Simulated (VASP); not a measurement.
# MgO: single point with r2SCAN

Crystal: MgO.

```
CELL_PARAMETERS angstrom
0.00000 2.10217 2.03910
2.10217 0.00000 2.03910
2.10217 2.10217 0.00000
ATOMIC_POSITIONS crystal
Mg 0.00000 0.00000 0.00000
O 0.50000 0.50000 0.50000
```

This cell differs from its parent crystal: uniaxial z strain -3.0%.

| Property | Result |
| --- | --- |
| Program | VASP 6.6.1 |
| Task | single point |
| Functional | r2SCAN |
| Potentials or basis | VASP PAW PBE potentials, release 64 (Mg_sv, O) |
| Cutoff | 920 eV |
| k mesh | 10 × 10 × 10 |
| Occupations | gaussian, width 0.01 eV |
| Spin | no spin polarisation |

```yaml
Pressure: 6.2 GPa
Band_gap_on_the_k_mesh: 5.99 eV
```

Stress tensor (GPa, compression positive):
```
 3.39  0.00  0.00
 0.00  3.39  0.00
 0.00  0.00 11.95
```

Levels at points of the mesh, in eV from the valence-band top:
```csv
k point,band 5,band 6,band 7,band 8,band 9,band 10,band 11,band 12
"(0.00, 0.00, 0.00)",-18.40,-0.07,0.00,0.00,5.99,16.96,16.96,17.29
"(0.50, 0.00, 0.00)",-17.02,-4.78,-0.77,-0.71,9.05,14.24,17.52,18.27
"(0.50, 0.50, 0.00)",-16.75,-4.16,-1.53,-1.53,9.85,11.52,14.98,20.78
"(0.50, 0.00, 0.50)",-16.84,-4.28,-1.48,-1.30,10.19,11.56,14.56,20.83
```

Run time: 4.4 min on 1 thread of Intel(R) Xeon(R) Platinum 8259CL CPU @ 2.50GHz (Skylake/Cascade Lake) (shared host), peak memory 0.2 GiB.

Caveat: the cell differs from its parent crystal (uniaxial z strain -3.0%); the stress differs along the axes, from 3 to 12 GPa; the PAW data sets were made with another functional, which shifts forces and pressure a little.
